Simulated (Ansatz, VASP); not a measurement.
# Two plane-wave programs on SrAl3

File INCAR:

```
SYSTEM = SrAl3
  ALGO = Normal
  EDIFF = 1E-7
  ENCUT = 520
  GGA = PE
  ISIF = 2
  ISMEAR = 0
  LASPH = .TRUE.
  LCHARG = .FALSE.
  LREAL = .FALSE.
  LWAVE = .FALSE.
  NBANDS = 18
  NELM = 80
  PREC = Accurate
  SIGMA = 0.05
```

KPOINTS

```
k-points
0
G
  8 8 8
  0 0 0
```

File POSCAR:

```
SrAl3
1.0
    4.6181137080      0.0000000000      0.0000000000
    0.0000000000      4.6181137080      0.0000000000
    0.0000000000      0.0000000000      4.6181137080
Sr Al
1 3
Direct
    0.0000000000      0.0000000000      0.0000000000
    0.0000000000      0.5000000000      0.5000000000
    0.5000000000      0.5000000000      0.0000000000
    0.5000000000      0.0000000000      0.5000000000
```

Input for Ansatz:

```yaml
crystal:
  lattice:
    - [4.618113708, 0.0, 0.0]
    - [0.0, 4.618113708, 0.0]
    - [0.0, 0.0, 4.618113708]
  atoms:
    - { symbol: Sr, position: [0.0, 0.0, 0.0] }
    - { symbol: Al, position: [0.0, 0.5, 0.5] }
    - { symbol: Al, position: [0.5, 0.5, 0.0] }
    - { symbol: Al, position: [0.5, 0.0, 0.5] }
basis:
  ecutwfc: 420
  ecutrho_ratio: 4
kpoints:
  mp_grid: { grid: [8, 8, 8] }
hamiltonian:
  xc: pbe
scf:
  occupations: { method: gaussian, width: 0.05 }
output:
  forces: true
  stress: true
  eigenvalues: true
```

Alike in both runs: task single point; functional PBE; k mesh 8 × 8 × 8; occupations gaussian, width 0.05 eV; no spin polarisation.

|  | VASP | Ansatz |
| --- | --- | --- |
| version | VASP 6.6.1 | Ansatz 0.2.0 |
| potentials or method | VASP PAW PBE potentials, release 64 (Sr_sv, Al), cutoff 520 eV | scalar-relativistic, plane waves, PAW |
| valence electrons in the cell | 19 | 19 |

```tsv
	VASP	Ansatz	Ansatz less VASP
gap on the k mesh at the Fermi level (eV)	none	none	-
pressure (GPa)	-3.5	-3.5	-0.01
```

A gap of «none» marks a metal or a gap that the smearing closes. The functional is the same, so the differences come from potentials, cutoffs and numerics.
